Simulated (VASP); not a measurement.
# MgS (m.b) (Fm-3m) in VASP: further runs, part 2 of 2

VASP 6.6.1. The steps go on from the part before.

### 3 Single point, PBE

The input, INCAR:

```
PREC = Accurate
ENCUT = 600
EDIFF = 1E-6
ISMEAR = 0
SIGMA = 0.02
LREAL = False
LASPH = True
NELM = 120
ALGO = Normal
ISIF = 2
LWAVE = False
LCHARG = True
GGA = PE
LELF = True
LVHAR = True
NBANDS = 11
GGA_COMPAT = False
```

The input, KPOINTS:

```
regular mesh
0
Gamma
  8 8 8
```

The input, POSCAR:

```
MgS
1.0
    0.0000000000      2.6147886073      2.6147886073
    2.6147886073      0.0000000000      2.6147886073
    2.6147886073      2.6147886073      0.0000000000
Mg S
1 1
Direct
    0.0000000000      0.0000000000      0.0000000000
    0.5000000000      0.5000000000      0.5000000000
```

Potentials or basis: VASP PAW PBE potentials, release 64 (Mg, S).

Run with:

```bash
> cat potpaw_PBE.64/Mg/POTCAR potpaw_PBE.64/S/POTCAR > POTCAR
> mpirun -np 1 vasp_std > vasp.out
```

OUTCAR:

```text
PREC = Accurate
   ENCUT = 600
   EDIFF = 1E-6
   ISMEAR = 0
   LREAL = False
   LASPH = True
   NELM = 120
   ISIF = 2
   GGA = PE

 ion  position               nearest neighbor table
   1  0.000  0.000  0.000-   2 2.61   2 2.61   2 2.61   2 2.61   2 2.61   2 2.61
   2  0.500  0.500  0.500-   1 2.61   1 2.61   1 2.61   1 2.61   1 2.61   1 2.61

  LATTYP: Found a face centered cubic cell.
 ALAT       =     5.2295772146

  Lattice vectors:

 A1 = (   0.0000000000,   2.6147886073,   2.6147886073)
 A2 = (   2.6147886073,   0.0000000000,   2.6147886073)
 A3 = (   2.6147886073,   2.6147886073,   0.0000000000)

Analysis of symmetry for initial positions (statically):
=====================================================================
 Subroutine PRICEL returns:
 Original cell was already a primitive cell.

 Routine SETGRP: Setting up the symmetry group for a
 face centered cubic supercell.

 Subroutine GETGRP returns: Found 48 space group operations
 (whereof 48 operations were pure point group operations)
 out of a pool of 48 trial point group operations.

The static configuration has the point symmetry O_h .

Analysis of symmetry for dynamics (positions and initial velocities):
=====================================================================
 Subroutine PRICEL returns:
 Original cell was already a primitive cell.

 Routine SETGRP: Setting up the symmetry group for a
 face centered cubic supercell.

 Subroutine GETGRP returns: Found 48 space group operations
 (whereof 48 operations were pure point group operations)
 out of a pool of 48 trial point group operations.

The dynamic configuration has the point symmetry O_h .

 Subroutine INISYM returns: Found 48 space group operations
 (whereof 48 operations are pure point group operations),
 and found     1 'primitive' translations

----------------------------------------------------------------------------------------

                                     Primitive cell

[... 112 lines left out ...]
  Fermi-wavevector in a.u.,A,eV,Ry     =   0.993859  1.878122 13.439241  0.987756
  Thomas-Fermi vector in A             =   2.125770
   LORBIT       =      0    0 simple, 1 ext, 2 COOP (PROOUT), +10 PAW based schemes
   GGA     = PE    functional components
   LHFCALC =     F    Hartree Fock is set to
   AEXX    =    0.0000 exact exchange contribution
   IVDW    =     0    specifies the selected vdW correction
   LEPSILON=     F    determine dielectric tensor
   LRPA    =     F    only Hartree local field effects (RPA)
 non-spin polarized calculation
 Gauss-broadening in eV      SIGMA  =   0.02
  energy-cutoff  :      600.00
  volume of cell :       35.76
 maximum number of plane-waves:      1243
 NGX is ok and might be reduce to    30
   NGX = 15   NGY = 15   NGZ = 15

 number of electron       7.9999999 magnetization

 Free energy of the ion-electron system (eV)
  ---------------------------------------------------
  ext. energy  EPLUGINS =         0.00000000
  ---------------------------------------------------
  free energy    TOTEN  =        -8.50327957 eV

  energy without entropy =       -8.50327957  energy(sigma->0) =       -8.50327957

 E-fermi :   3.7612     XC(G=0):  -9.6261

 val. band max:        3.5913539079   @ k =   0.0000   0.0000   0.0000
 cond. band min:       6.3337962462   @ k =   0.5000   0.5000   0.0000
 fundamental gap:      2.7424423383
 Fermi energy:         3.7612029515

 k-point     1 :       0.0000    0.0000    0.0000
  band No.  band energies     occupation
      1      -8.9902      2.00000
      2       3.5914      2.00000
      3       3.5914      2.00000
      4       3.5914      2.00000
      5       7.1835      0.00000
      6      11.5548      0.00000
      7      11.5548      0.00000
      8      11.5548      0.00000
      9      13.9234      0.00000
     10      13.9234      0.00000
     11      16.0938      0.00000
[... 309 lines left out ...]
 k-point    24 :      -0.3750    0.2500    0.1250
  band No.  band energies     occupation
      1      -7.5335      2.00000
      2      -0.6376      2.00000
      3       1.5018      2.00000
      4       2.4699      2.00000
      5       9.1242      0.00000
      6       9.6690      0.00000
      7      11.9604      0.00000
      8      12.9371      0.00000
      9      15.7908      0.00000
     10      16.7609      0.00000
     11      19.0617      0.00000

 [... further k-points ...]
[... 5 lines left out ...]
  --------------------------------------------------------------------------------------
  -------------------------------------------------------------------------------------
  Total       -0.0586111     -0.0586111     -0.0586111      0.0000000      0.0000000     -0.0000000
  in kB       -2.6263388     -2.6263388     -2.6263388      0.0000000      0.0000000     -0.0000000
  external PRESSURE =      -2.6263388 kB  Pullay stress =       0.0000000 kB

 VOLUME and BASIS-vectors are now :
 -----------------------------------------------------------------------------
  energy-cutoff  :      600.00
  volume of cell :       35.76
      direct lattice vectors                 reciprocal lattice vectors
     0.000000000  2.614788607  2.614788607    -0.191220047  0.191220047  0.191220047
     2.614788607  0.000000000  2.614788607     0.191220047 -0.191220047  0.191220047
     2.614788607  2.614788607  0.000000000     0.191220047  0.191220047 -0.191220047

 POSITION                                       TOTAL-FORCE (eV/Angst)
 -----------------------------------------------------------------------------------
      0.00000      0.00000      0.00000         0.000000     -0.000000     -0.000000
      2.61479      2.61479      2.61479        -0.000000      0.000000      0.000000
 -----------------------------------------------------------------------------------
    total drift:                               -0.000000     -0.000000      0.000000

  FREE ENERGIE OF THE ION-ELECTRON SYSTEM (eV)
  ---------------------------------------------------
  free  energy   TOTEN  =        -8.5032795653 eV

  energy  without entropy=       -8.5032795653  energy(sigma->0) =       -8.50327957
```

OSZICAR:

```text
N       E                     dE             d eps       ncg     rms          rms(c)
DAV:   1     0.249691705884E+02    0.24969E+02   -0.39112E+03   646   0.666E+02
DAV:   2    -0.720178983601E+01   -0.32171E+02   -0.30073E+02   762   0.103E+02
DAV:   3    -0.890446314970E+01   -0.17027E+01   -0.17000E+01   790   0.257E+01
DAV:   4    -0.891517365760E+01   -0.10711E-01   -0.10709E-01   744   0.249E+00
DAV:   5    -0.891526536821E+01   -0.91711E-04   -0.91709E-04   820   0.237E-01    0.434E+00
DAV:   6    -0.854387786736E+01    0.37139E+00   -0.81260E-01   701   0.353E+00    0.339E+00
DAV:   7    -0.850358988492E+01    0.40288E-01   -0.21763E-01   772   0.201E+00    0.225E+00
DAV:   8    -0.850356636726E+01    0.23518E-04   -0.15028E-02   689   0.750E-01    0.990E-01
DAV:   9    -0.850326534285E+01    0.30102E-03   -0.80784E-04   734   0.164E-01    0.352E-01
DAV:  10    -0.850328308105E+01   -0.17738E-04   -0.23632E-04   754   0.708E-02    0.458E-02
DAV:  11    -0.850327969373E+01    0.33873E-05   -0.21338E-05   771   0.202E-02    0.208E-02
DAV:  12    -0.850327956533E+01    0.12840E-06   -0.73183E-07   468   0.531E-03
   1 F= -.85032796E+01 E0= -.85032796E+01  d E =-.314913E-35
```

Run time: 17 s. Hardware: 1 thread of Intel Xeon 6975P-C, shared host; peak memory 0.17 GiB.

What came out:

```yaml
Free_energy: -8.5033 eV
Pressure: -0.3 GPa
Band_gap_on_the_k_mesh: 2.74 eV, indirect (least direct gap 3.59 eV)
```

A k mesh can miss the band edges.
